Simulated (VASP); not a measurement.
# AlN (P6_3mc) in VASP: a series of runs

AlN is run at these levels: PBE; tasks: single point.

All numbers are computed with VASP 6.6.1; they aren't measurements. Logs are shortened: lines on timing, memory, paths and dates and some standing lists are left out, and cuts for length are marked.

## Step 1: The cell of the first run

The structure is hexagonal, space group P6_3mc (No. 186). Conventional cell: a = 3.104 Å, b = 3.104 Å, c = 4.975 Å, α = 90.00°, β = 90.00°, γ = 120.00°. Within 2.5 Å of Al (site symmetry 3m) lie 4 N at 1.89 to 1.90 Å. Within 2.5 Å of N (site symmetry 3m) lie 4 Al at 1.89 to 1.90 Å.

## Step 2: Single point, PBE (the cell strained)

Input file INCAR:

```
PREC = Accurate ; ENCUT = 520
EDIFF = 1E-6 ; ISMEAR = 0
SIGMA = 0.05 ; LREAL = False
LASPH = True ; NELM = 60
ALGO = Normal ; ISIF = 2
LWAVE = False ; LCHARG = False
GGA = PE ; NBANDS = 16
```

Input file KPOINTS:

```
regular mesh
0
Gamma
  9 9 6
```

Input file POSCAR:

```
AlN
1.0
    3.1039109035      0.0000000000      0.0000000000
   -1.5519554517      2.6880656936      0.0000000000
    0.0000000000      0.0000000000      4.9753155601
Al N
2 2
Direct
    0.3333333333      0.6666666667      0.0017290859
    0.6666666667      0.3333333333      0.5017290859
    0.3333333333      0.6666666667      0.3832709141
    0.6666666667      0.3333333333      0.8832709141
```

Potentials or basis: VASP PAW PBE potentials, release 64 (Al, N).

Launch:

```sh
> cat potpaw_PBE.64/Al/POTCAR potpaw_PBE.64/N/POTCAR > POTCAR
> mpirun -np 1 vasp_std > vasp.out
```

OUTCAR:

```text
PREC = Accurate
   ENCUT = 520
   EDIFF = 1E-6
   ISMEAR = 0
   LREAL = False
   LASPH = True
   NELM = 60
   ISIF = 2
   GGA = PE

 ion  position               nearest neighbor table
   1  0.333  0.667  0.002-   4 1.89   4 1.89   4 1.89   3 1.90   2 3.07   2 3.07   2 3.07   2 3.07
                             2 3.07   2 3.07
   2  0.667  0.333  0.502-   3 1.89   3 1.89   3 1.89   4 1.90   1 3.07   1 3.07   1 3.07   1 3.07
                             1 3.07   1 3.07
   3  0.333  0.667  0.383-   2 1.89   2 1.89   2 1.89   1 1.90
   4  0.667  0.333  0.883-   1 1.89   1 1.89   1 1.89   2 1.90

  LATTYP: Found a hexagonal cell.
 ALAT       =     3.1039109035
 C/A-ratio  =     1.6029182908

  Lattice vectors:

 A1 = (   3.1039109035,   0.0000000000,   0.0000000000)
 A2 = (  -1.5519554517,   2.6880656936,   0.0000000000)
 A3 = (   0.0000000000,   0.0000000000,   4.9753155601)

Analysis of symmetry for initial positions (statically):
=====================================================================
 Subroutine PRICEL returns:
 Original cell was already a primitive cell.

 Routine SETGRP: Setting up the symmetry group for a
 hexagonal supercell.

 Subroutine GETGRP returns: Found 12 space group operations
 (whereof  6 operations were pure point group operations)
 out of a pool of 24 trial point group operations.

The static configuration has the point symmetry C_3v.
 The point group associated with its full space group is C_6v.

Analysis of symmetry for dynamics (positions and initial velocities):
=====================================================================
 Subroutine PRICEL returns:
 Original cell was already a primitive cell.

 Routine SETGRP: Setting up the symmetry group for a
 hexagonal supercell.

 Subroutine GETGRP returns: Found 12 space group operations
 (whereof  6 operations were pure point group operations)
 out of a pool of 24 trial point group operations.

The dynamic configuration has the point symmetry C_3v.
 The point group associated with its full space group is C_6v.

 Subroutine INISYM returns: Found 12 space group operations
 (whereof  6 operations are pure point group operations),
 and found     1 'primitive' translations

----------------------------------------------------------------------------------------

                                     Primitive cell

  volume of cell :      41.5116

  direct lattice vectors                    reciprocal lattice vectors
     3.103910904  0.000000000  0.000000000     0.322174196  0.186007359  0.000000000
    -1.551955452  2.688065694  0.000000000     0.000000000  0.372014718  0.000000000
     0.000000000  0.000000000  4.975315560     0.000000000  0.000000000  0.200992276

  length of vectors
     3.103910904  3.103910904  4.975315560     0.372014718  0.372014718  0.200992276

  position of ions in fractional coordinates (direct lattice)
     0.333333333  0.666666667  0.001729086
     0.666666667  0.333333333  0.501729086
     0.333333333  0.666666667  0.383270914
     0.666666667  0.333333333  0.883270914

  ion indices of the primitive-cell ions
   primitive index   ion index
                 1           1
                 2           2
                 3           3
                 4           4

----------------------------------------------------------------------------------------

 KPOINTS: regular mesh

Automatic generation of k-mesh.
 Grid dimensions read from file:
 generate k-points for:    9    9    6

 Generating k-lattice:

  Cartesian coordinates                     Fractional coordinates (reciprocal lattice)
     0.035797133  0.020667484  0.000000000     0.111111111 -0.000000000  0.000000000
     0.000000000  0.041334969  0.000000000     0.000000000  0.111111111  0.000000000
     0.000000000  0.000000000  0.033498713     0.000000000  0.000000000  0.166666667

  Length of vectors
     0.041334969  0.041334969  0.033498713

  Shift w.r.t. Gamma in fractional coordinates (k-lattice)
     0.000000000  0.000000000  0.000000000

 Subroutine IBZKPT returns following result:
 ===========================================

 Found     48 irreducible k-points:

 Following reciprocal coordinates:
            Coordinates               Weight
  0.000000  0.000000  0.000000      1.000000
  0.111111 -0.000000  0.000000      6.000000
  0.222222  0.000000  0.000000      6.000000
  0.333333  0.000000  0.000000      6.000000
  0.444444  0.000000  0.000000      6.000000
  0.111111  0.111111  0.000000      6.000000
[... 16 lines left out ...]
  0.333333  0.222222  0.166667     24.000000
  0.333333  0.333333  0.166667      4.000000
 [... further k-points ...]
   k-points           NKPTS =     48   k-points in BZ     NKDIM =     48   number of bands    NBANDS=     16
   number of dos      NEDOS =    301   number of ions     NIONS =      4
   total plane-waves  NPLWV =  23040
   dimension x,y,z NGX =    24 NGY =   24 NGZ =   40
   dimension x,y,z NGXF=    48 NGYF=   48 NGZF=   80
   ions per type =               2   2
   NGX,Y,Z   is equivalent  to a cutoff of  12.85, 12.85, 13.37 a.u.
   NGXF,Y,Z  is equivalent  to a cutoff of  25.71, 25.71, 26.73 a.u.
 SYSTEM =  unknown system
   PREC   = accura    normal or accurate (medium, high low for compatibility)
   ISTART =      0    job   : 0-new  1-cont  2-samecut
   ICHARG =      2    charge: 1-file 2-atom 10-const
   ISPIN  =      1    spin polarized calculation?
   LNONCOLLINEAR =      F non collinear calculations
   LSORBIT =      F    spin-orbit coupling
   LASPH  =      T    aspherical Exc in radial PAW
   ENCUT  =  520.0 eV  38.22 Ry    6.18 a.u.   5.77  5.77  9.25*2*pi/ulx,y,z
   NELM   =     60;   NELMIN=  2; NELMDL= -5     # of ELM steps
   EDIFF  = 0.1E-05   stopping-criterion for ELM
   LREAL  =      F    real-space projection
   EDIFFG = 0.1E-04   stopping-criterion for IOM
   NSW    =      0    number of steps for IOM
   IBRION =     -1    ionic relax: 0-MD 1-quasi-New 2-CG
   NFREE  =      0    steps in history (QN), initial steepest desc. (CG)
   ISIF   =      2    stress and relaxation
   ISYM   =      2    0-nonsym 1-usesym 2-fastsym
   POTIM  = 0.5000    time-step for ionic-motion
   TEBEG  =    0.0;   TEEND  =   0.0 temperature during run
   PSTRESS=    0.0 pullay stress
   NELECT =      16.0000    total number of electrons
   NUPDOWN=      -1.0000    fix difference up-down
   EMIN   =  10.00;   EMAX   =-10.00  energy-range for DOS
   EFERMI =   0.00;   METHOD = LEGACY
   ISMEAR =     0;   SIGMA  =   0.05  broadening in eV -4-tet -1-fermi 0-gaus
   EFERMI_NEDOS =   21; number of points for ismear=-14 and -15
   IALGO  =     38    algorithm
   IMIX   =      4    mixing-type and parameters
     AMIX     =   0.40;   BMIX     =  1.00
     AMIX_MAG =   1.60;   BMIX_MAG =  1.00
  volume/ion in A,a.u.               =      10.38        70.03
  Fermi-wavevector in a.u.,A,eV,Ry     =   1.191402  2.251423 19.312629  1.419438
  Thomas-Fermi vector in A             =   2.327464
   LORBIT       =      0    0 simple, 1 ext, 2 COOP (PROOUT), +10 PAW based schemes
   GGA     = PE    functional components
   LHFCALC =     F    Hartree Fock is set to
   AEXX    =    0.0000 exact exchange contribution
   IVDW    =     0    specifies the selected vdW correction
   LEPSILON=     F    determine dielectric tensor
   LRPA    =     F    only Hartree local field effects (RPA)
 non-spin polarized calculation
 Gauss-broadening in eV      SIGMA  =   0.05
  energy-cutoff  :      520.00
  volume of cell :       41.51
 maximum number of plane-waves:      1130
 NGX is ok and might be reduce to    24
   NGX = 11   NGY = 11   NGZ = 19

 number of electron      15.9999997 magnetization

 Free energy of the ion-electron system (eV)
  ---------------------------------------------------
  ext. energy  EPLUGINS =         0.00000000
  ---------------------------------------------------
  free energy    TOTEN  =       -29.76480525 eV

  energy without entropy =      -29.76480525  energy(sigma->0) =      -29.76480525

 E-fermi :   6.4945     XC(G=0): -10.9373

 val. band max:        6.2076971499   @ k =   0.0000   0.0000   0.0000
 cond. band min:      10.4742719481   @ k =   0.0000   0.0000   0.0000
 fundamental gap:      4.2665747981
 Fermi energy:         6.4944775346

 k-point     1 :       0.0000    0.0000    0.0000
  band No.  band energies     occupation
      1      -9.0122      2.00000
      2      -6.8509      2.00000
      3       0.1883      2.00000
      4       5.3503      2.00000
      5       5.3503      2.00000
      6       5.9990      2.00000
[... 8 lines left out ...]
     15      19.4171      0.00000
     16      19.4171      0.00000

 k-point     2 :       0.1111   -0.0000    0.0000
  band No.  band energies     occupation
      1      -8.8543      2.00000
      2      -6.7620      2.00000
      3       0.3761      2.00000
      4       4.6442      2.00000
      5       5.1520      2.00000
      6       5.3217      2.00000
[... 8 lines left out ...]
     15      19.2631      0.00000
     16      19.4265      0.00000

 k-point     3 :       0.2222    0.0000    0.0000
  band No.  band energies     occupation
      1      -8.4060      2.00000
      2      -6.5391      2.00000
      3       0.9213      2.00000
      4       3.1378      2.00000
      5       4.0630      2.00000
      6       4.7446      2.00000
[... 8 lines left out ...]
     15      18.4379      0.00000
     16      19.2037      0.00000

 k-point     4 :       0.3333    0.0000    0.0000
  band No.  band energies     occupation
      1      -7.7597      2.00000
      2      -6.3234      2.00000
      3       1.6919      2.00000
      4       1.7649      2.00000
      5       2.8779      2.00000
      6       4.3654      2.00000
[... 8 lines left out ...]
     15      18.3624      0.00000
     16      20.6797      0.00000
[... 324 lines left out ...]
 k-point    22 :       0.2222    0.2222    0.1667
  band No.  band energies     occupation
      1      -7.3490      2.00000
      2      -6.3365      2.00000
      3       1.6020      2.00000
      4       1.8413      2.00000
      5       3.1133      2.00000
      6       3.5467      2.00000
[... 8 lines left out ...]
     15      18.5061      0.00000
     16      21.2475      0.00000

 k-point    23 :       0.3333    0.2222    0.1667
  band No.  band energies     occupation
      1      -6.8245      2.00000
      2      -6.3261      2.00000
      3       1.1934      2.00000
      4       1.8803      2.00000
      5       2.6979      2.00000
      6       3.7132      2.00000
[... 8 lines left out ...]
     15      19.0407      0.00000
     16      21.1019      0.00000

 k-point    24 :       0.3333    0.3333    0.1667
  band No.  band energies     occupation
      1      -6.4800      2.00000
      2      -6.4800      2.00000
      3       1.4851      2.00000
      4       2.0276      2.00000
      5       2.0276      2.00000
      6       3.5023      2.00000
[... 8 lines left out ...]
     15      19.3249      0.00000
     16      21.3860      0.00000

 [... further k-points ...]
[... 5 lines left out ...]
  --------------------------------------------------------------------------------------
  -------------------------------------------------------------------------------------
  Total        1.2967133      1.2967133      1.2332066      0.0000000      0.0000000     -0.0000000
  in kB       50.0477762     50.0477762     47.5966821      0.0000000      0.0000000     -0.0000000
  external PRESSURE =      49.2307448 kB  Pullay stress =       0.0000000 kB

 VOLUME and BASIS-vectors are now :
 -----------------------------------------------------------------------------
  energy-cutoff  :      520.00
  volume of cell :       41.51
      direct lattice vectors                 reciprocal lattice vectors
     3.103910904  0.000000000  0.000000000     0.322174196  0.186007359  0.000000000
    -1.551955452  2.688065694  0.000000000     0.000000000  0.372014718  0.000000000
     0.000000000  0.000000000  4.975315560     0.000000000  0.000000000  0.200992276

 POSITION                                       TOTAL-FORCE (eV/Angst)
 -----------------------------------------------------------------------------------
     -0.00000      1.79204      0.00860        -0.000000      0.000000     -0.010222
      1.55196      0.89602      2.49626         0.000000     -0.000000     -0.010222
     -0.00000      1.79204      1.90689        -0.000000      0.000000      0.010222
      1.55196      0.89602      4.39455         0.000000     -0.000000      0.010222
 -----------------------------------------------------------------------------------
    total drift:                               -0.000000      0.000000     -0.000408

  FREE ENERGIE OF THE ION-ELECTRON SYSTEM (eV)
  ---------------------------------------------------
  free  energy   TOTEN  =       -29.7648052522 eV

  energy  without entropy=      -29.7648052522  energy(sigma->0) =      -29.76480525
```

Wall time 39 s (1 thread of Intel Xeon 8259CL, shared host); peak memory 0.17 GiB.

What came out:

* Free energy: -29.7648 eV
* Pressure: 4.9 GPa
* Largest force: 0.010 eV/Å
* Band gap on the k mesh: 4.27 eV

Forces on the atoms (eV/Å):
```
Al   0.000  0.000 -0.010
Al   0.000  0.000 -0.010
N    0.000  0.000  0.010
N    0.000  0.000  0.010
```

Levels at points of the mesh, in eV from the valence-band top:
```
           k point  band 4  band 5  band 6  band 7  band 8  band 9  band 10  band 11  band 12  band 13
(0.00, 0.00, 0.00)   -0.86   -0.86   -0.21   -0.21    0.00    4.27     6.73    10.66    11.21    11.21
(0.00, 0.00, 0.50)   -3.34   -0.54   -0.54   -0.54   -0.54    6.53     6.53    10.37    10.37    11.53
```

Caveat: the cell differs from its parent crystal (the cell strained); the cell stands under pressure; an odd mesh through Γ misses points on the zone boundary, where band edges can lie.

## Step 3: Single point, PBE (the cell strained)

Input file INCAR:

```
PREC = Accurate ; ENCUT = 520
EDIFF = 1E-6 ; ISMEAR = 0
SIGMA = 0.05 ; LREAL = F
LASPH = T ; NELM = 80
ALGO = Normal ; ISIF = 2
LWAVE = F ; LCHARG = F
GGA = PE ; NBANDS = 16
```

Input file KPOINTS:

```
Automatic mesh
0
Gamma
  9 9 6
```

Input file POSCAR:

```
AlN
1.0
    3.1558670606      0.0000000000      0.0000000000
   -1.5779335303      2.7330610455      0.0000000000
    0.0000000000      0.0000000000      5.0585970347
Al N
2 2
Direct
    0.3333333333      0.6666666667      0.0017290859
    0.6666666667      0.3333333333      0.5017290859
    0.3333333333      0.6666666667      0.3832709141
    0.6666666667      0.3333333333      0.8832709141
```

Potentials or basis: VASP PAW PBE potentials, release 64 (Al, N).

Launch:

```sh
> cat potpaw_PBE.64/Al/POTCAR potpaw_PBE.64/N/POTCAR > POTCAR
> mpirun -np 1 vasp_std > vasp.out
```

It took 40 s on 1 thread of Intel Xeon 8259CL, shared host; peak memory 0.16 GiB.

Results (log left out):

```
Free energy            : -29.7642 eV
Pressure               : -4.8 GPa
Largest force          : 0.008 eV/Å
Band gap on the k mesh : 3.83 eV
```

Forces in eV/Å, atoms in the order of the input:
```
Al   0.000  0.000  0.008
Al   0.000  0.000  0.008
N    0.000  0.000 -0.008
N    0.000  0.000 -0.008
```

Stress tensor (GPa, compression positive):
```
-4.88  0.00  0.00
 0.00 -4.88  0.00
 0.00  0.00 -4.49
```

Levels at points of the mesh, in eV from the valence-band top:
```csv
k point,band 4,band 5,band 6,band 7,band 8,band 9,band 10,band 11,band 12,band 13
"(0.00, 0.00, 0.00)",-0.83,-0.83,-0.20,-0.20,0.00,3.83,6.30,10.26,10.85,10.85
"(0.00, 0.00, 0.50)",-3.26,-0.53,-0.53,-0.53,-0.53,6.10,6.10,9.97,9.97,11.16
```

Caveat: the cell differs from its parent crystal (the cell strained); the cell stands under tension.
